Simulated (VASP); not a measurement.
Here is a VASP 6.6.1 calculation.

Contents of INCAR:

```
ALGO     = Normal         # electronic algorithm
EDIFF    = 1E-6           # SCF threshold, eV
ENCUT    = 520            # plane-wave cutoff, eV
GGA      = PE             # functional
ISIF     = 2              # what is computed and relaxed
ISMEAR   = 0              # smearing method
LASPH    = True           # aspherical terms in the spheres
LCHARG   = False          # write CHGCAR
LREAL    = False          # projectors in reciprocal space
LWAVE    = False          # write WAVECAR
NBANDS   = 56             # bands
NELM     = 80             # most SCF steps
PREC     = Accurate       # precision mode
SIGMA    = 0.1            # smearing width, eV
```

The input KPOINTS:

```
k-points
0
Gamma
  4 2 4
```

The input POSCAR:

```
AlGa2N3
1.0
    3.1893638046      0.0000406190      0.0000480201
   -0.0000809774     -6.3786614081      0.0000410667
   -1.5944601607      1.5945454596     -6.7149562369
Al Ga N
2 4 6
Direct
    0.5000011080      0.7499986967      0.0000030041
    0.5000031765      0.2499999100     -0.0000006596
    0.1646094784      0.5822996924      0.3292052508
    0.1645961626      0.0823000015      0.3292023795
    0.8354045398      0.9177029785      0.6707997025
    0.8353997490      0.4177007966      0.6707955707
    0.0784170531      0.7892077000      0.1568317440
    0.0784161728      0.2892075192      0.1568335470
    0.4215804691      0.9607916353      0.8431653834
    0.4215811417      0.4607895406      0.8431651381
    0.7499972900      0.6250015253      0.5000004018
    0.7499936589      0.1250000039      0.4999985376
```

Potentials or basis: VASP PAW PBE potentials, release 64 (Al, Ga_d, N).

Command:

```bash
$ cat potpaw_PBE.64/Al/POTCAR potpaw_PBE.64/Ga_d/POTCAR potpaw_PBE.64/N/POTCAR > POTCAR
$ mpirun -np 1 vasp_std > vasp.out
```

Q: Predict the largest force.

A: 0.024 eV/Å.

Q: Estimate the band gap on the k mesh.

A: 2.25 eV.

Forces on the atoms (eV/Å):
```
Al   0.000  0.000  0.000
Al   0.000  0.000  0.000
Ga   0.000  0.000 -0.001
Ga   0.000  0.000 -0.002
Ga   0.000  0.000  0.002
Ga   0.000  0.000  0.001
N    0.000  0.000  0.023
N    0.000  0.000  0.023
N    0.000  0.000 -0.024
N    0.000  0.000 -0.023
N    0.000  0.000  0.000
N    0.000  0.000  0.000
```

Caveat: the k points lie up to 0.51 Å⁻¹ apart.
